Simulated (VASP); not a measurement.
# Gd (P6_3/mmc) in VASP: single point with r2SCAN

Aim: the single point of Gd with r2SCAN.

All numbers are computed with VASP 6.6.1; they aren't measurements. Logs are shortened: lines on timing, memory, paths and dates and some standing lists are left out, and cuts for length are marked.

## 1. The cell of the first run

The structure is hexagonal, space group P6_3/mmc (No. 194). Conventional cell: a = 3.644 Å, b = 3.644 Å, c = 5.902 Å, α = 90.00°, β = 90.00°, γ = 120.00°. Within 4.8 Å of Gd (site symmetry -6m2) lie 12 Gd at 3.62 to 3.64 Å.

## 2. Single point, r2SCAN, collinear spin, ferromagnetic start

Contents of POSCAR:

```
Gd
1.0
    3.6439866622      0.0000000000      0.0000000000
   -1.8219933311      3.1557850205      0.0000000000
    0.0000000000      0.0000000000      5.9022172334
Gd
2
Direct
    0.3333333333      0.6666666667      0.2500000000
    0.6666666667      0.3333333333      0.7500000000
```

Contents of INCAR.step1:

```
  PREC = Accurate
  ENCUT = 520
  ISMEAR = 1
  SIGMA = 0.05
  LREAL = False
  LASPH = True
  NELM = 150
  ISPIN = 2
  MAGMOM = 7 7
  LMAXMIX = 6
  NBANDS = 29
  GGA = PE
  ALGO = Normal
  EDIFF = 1E-4
  LWAVE = True
  LCHARG = False
```

Contents of INCAR.step2:

```
  PREC = Accurate
  ENCUT = 520
  EDIFF = 1E-7
  ISMEAR = 1
  SIGMA = 0.05
  LREAL = False
  LASPH = True
  NELM = 150
  ALGO = Normal
  ISIF = 2
  LWAVE = False
  LCHARG = False
  ISPIN = 2
  MAGMOM = 7 7
  LORBIT = 11
  LMAXMIX = 6
  METAGGA = R2SCAN
  LMIXTAU = True
  NBANDS = 29
  ISTART = 1
```

Contents of KPOINTS:

```
regular mesh
0
Gamma
  7 7 4
```

Potentials or basis: VASP PAW PBE potentials, release 64 (Gd).

The run is started by

```
> cat potpaw_PBE.64/Gd/POTCAR > POTCAR
> cp INCAR.step1 INCAR
> mpirun -np 1 vasp_std > vasp.out
> cp INCAR.step2 INCAR
> mpirun -np 1 vasp_std > vasp.out
```

OUTCAR:

```text
PREC = Accurate
   ENCUT = 520
   EDIFF = 1E-7
   ISMEAR = 1
   LREAL = False
   LASPH = True
   NELM = 150
   ISIF = 2
   ISPIN = 2
   LORBIT = 11
   METAGGA = R2SCAN
   ISTART = 1

 ion  position               nearest neighbor table
   1  0.333  0.667  0.250-
   2  0.667  0.333  0.750-

  LATTYP: Found a hexagonal cell.
 ALAT       =     3.6439866622
 C/A-ratio  =     1.6197142801

  Lattice vectors:

 A1 = (   3.6439866622,   0.0000000000,   0.0000000000)
 A2 = (  -1.8219933311,   3.1557850205,   0.0000000000)
 A3 = (   0.0000000000,   0.0000000000,   5.9022172334)

Analysis of symmetry for initial positions (statically):
=====================================================================
 Subroutine PRICEL returns:
 Original cell was already a primitive cell.

 Routine SETGRP: Setting up the symmetry group for a
 hexagonal supercell.

 Subroutine GETGRP returns: Found 24 space group operations
 (whereof 12 operations were pure point group operations)
 out of a pool of 24 trial point group operations.

The static configuration has the point symmetry D_3d.
 The point group associated with its full space group is D_6h.

Analysis of symmetry for dynamics (positions and initial velocities):
=====================================================================
 Subroutine PRICEL returns:
 Original cell was already a primitive cell.

 Routine SETGRP: Setting up the symmetry group for a
 hexagonal supercell.

 Subroutine GETGRP returns: Found 24 space group operations
 (whereof 12 operations were pure point group operations)
 out of a pool of 24 trial point group operations.

The dynamic configuration has the point symmetry D_3d.
 The point group associated with its full space group is D_6h.

Analysis of structural, dynamic, and magnetic symmetry:
=====================================================================
 Subroutine PRICEL returns:
 Original cell was already a primitive cell.

 Routine SETGRP: Setting up the symmetry group for a
 hexagonal supercell.

 Subroutine GETGRP returns: Found 24 space group operations
 (whereof 12 operations were pure point group operations)
 out of a pool of 24 trial point group operations.

The overall configuration has the point symmetry D_3d.
 The point group associated with its full space group is D_6h.

 Subroutine INISYM returns: Found 24 space group operations
[... 117 lines left out ...]
  volume/ion in A,a.u.               =      33.94       229.02
  Fermi-wavevector in a.u.,A,eV,Ry     =   1.325183  2.504233 23.893329  1.756110
  Thomas-Fermi vector in A             =   2.454663
   LORBIT       =     11    0 simple, 1 ext, 2 COOP (PROOUT), +10 PAW based schemes
   METAGGA = R2SCAN    functional components
   LHFCALC =     F    Hartree Fock is set to
   AEXX    =    0.0000 exact exchange contribution
   IVDW    =     0    specifies the selected vdW correction
   LEPSILON=     F    determine dielectric tensor
   LRPA    =     F    only Hartree local field effects (RPA)
 spin polarized calculation
 Methfessel and Paxton  Order N= 1 SIGMA  =   0.05
  energy-cutoff  :      520.00
  volume of cell :       67.87
 maximum number of plane-waves:      1844
 NGX is ok and might be reduce to    28
   NGX = 13   NGY = 13   NGZ = 21

 number of electron      36.0000008 magnetization      15.9562808

 Free energy of the ion-electron system (eV)
  ---------------------------------------------------
  ext. energy  EPLUGINS =         0.00000000
  ---------------------------------------------------
  free energy    TOTEN  =       -82.19681385 eV

  energy without entropy =      -82.19648922  energy(sigma->0) =      -82.19670564

 E-fermi :   2.9626     XC(G=0): -10.4677

 val. band max:        2.9542765652   @ k =   0.2857   0.2857   0.2500
 cond. band min:       3.0012372150   @ k =   0.0000   0.0000   0.5000
 fundamental gap:      0.0469606498
 Fermi energy:         2.9626099890

 spin component 1

 k-point     1 :       0.0000    0.0000    0.0000
  band No.  band energies     occupation
      1     -44.4332      1.00000
      2     -44.3719      1.00000
      3     -21.4477      1.00000
      4     -20.8620      1.00000
      5     -20.8620      1.00000
      6     -20.7777      1.00000
[... 757 lines left out ...]
     28       2.7168      1.00000
     29       5.2300      0.00000
 Fermi energy:         2.9626099890

 spin component 2

 k-point     1 :       0.0000    0.0000    0.0000
  band No.  band energies     occupation
      1     -40.4889      1.00000
      2     -40.4125      1.00000
      3     -18.7057      1.00000
      4     -18.0018      1.00000
      5     -18.0018      1.00000
      6     -17.9141      1.00000
[... 757 lines left out ...]
     28       5.2108      0.00000
     29       6.6105      0.00000

------------------------ aborting loop because EDIFF is reached ----------------------------------------

  FORCE on cell =-STRESS in cart. coord.  units (eV):
  Direction    XX          YY          ZZ          XY          YZ          ZX
  --------------------------------------------------------------------------------------
  -------------------------------------------------------------------------------------
  Total       -0.0235670     -0.0235670     -0.0432427      0.0000000      0.0000000      0.0000000
  in kB       -0.5563087     -0.5563087     -1.0207599      0.0000000      0.0000000      0.0000000
  external PRESSURE =      -0.7111258 kB  Pullay stress =       0.0000000 kB

 VOLUME and BASIS-vectors are now :
 -----------------------------------------------------------------------------
  energy-cutoff  :      520.00
  volume of cell :       67.87
      direct lattice vectors                 reciprocal lattice vectors
     3.643986662  0.000000000  0.000000000     0.274424715  0.158439183  0.000000000
    -1.821993331  3.155785021  0.000000000     0.000000000  0.316878366  0.000000000
     0.000000000  0.000000000  5.902217233     0.000000000  0.000000000  0.169427854

 POSITION                                       TOTAL-FORCE (eV/Angst)
 -----------------------------------------------------------------------------------
     -0.00000      2.10386      1.47555        -0.000000     -0.000000      0.000000
      1.82199      1.05193      4.42666         0.000000      0.000000     -0.000000
 -----------------------------------------------------------------------------------
    total drift:                               -0.000000      0.000000     -0.000000

  FREE ENERGIE OF THE ION-ELECTRON SYSTEM (eV)
  ---------------------------------------------------
  free  energy   TOTEN  =       -82.1968138529 eV

  energy  without entropy=      -82.1964892152  energy(sigma->0) =      -82.19670564

 total charge

# of ion       s       p       d       f       tot
--------------------------------------------------
    1        2.072   5.608   0.569   6.931  15.180
    2        2.072   5.608   0.569   6.931  15.180
--------------------------------------------------
tot          4.144  11.215   1.139  13.861  30.359

 magnetization (x)

# of ion       s       p       d       f       tot
--------------------------------------------------
    1        0.005  -0.095   0.287   6.898   7.095
    2        0.005  -0.095   0.287   6.898   7.095
--------------------------------------------------
tot          0.010  -0.190   0.573  13.797  14.190
```

It took 6.1 min on 1 thread of Intel Xeon 6975P-C (Granite Rapids), shared host; peak memory 0.27 GiB.

What came out:

```yaml
Free_energy: -82.1968 eV
Pressure: -0.1 GPa
Net_moment: 15.96 μB per cell
Site_moments: Gd +7.09 μB
Valence_electrons_inside_the_program's_atomic_spheres: Gd 15.18
```

Levels at points of the mesh, in eV from the Fermi level:
Spin up:
| k point | band 23 | band 24 | band 25 | band 26 | band 27 | band 28 | band 29 |
| --- | --- | --- | --- | --- | --- | --- | --- |
| (0.00, 0.00, 0.00) | -5.64 | -2.99 | 0.39 | 1.19 | 1.19 | 1.20 | 1.77 |
| (0.00, 0.00, 0.50) | -4.17 | -4.17 | 0.04 | 0.04 | 1.13 | 1.13 | 1.13 |
Spin down:
```
           k point  band 8  band 9  band 10  band 11  band 12  band 13
(0.00, 0.00, 0.00)  -20.86   -4.07    -1.04     1.12     1.13     1.20
(0.00, 0.00, 0.50)  -20.91   -2.54    -2.54     1.01     1.01     1.24
```

Caveat: the PAW data sets were made with another functional, which shifts forces and pressure a little; spin-orbit coupling is left out, which moves the levels of the heavy elements; semilocal functionals describe open f shells poorly, which spoils levels, moments and volumes. The state reached can hang on the start; a lower one may exist.
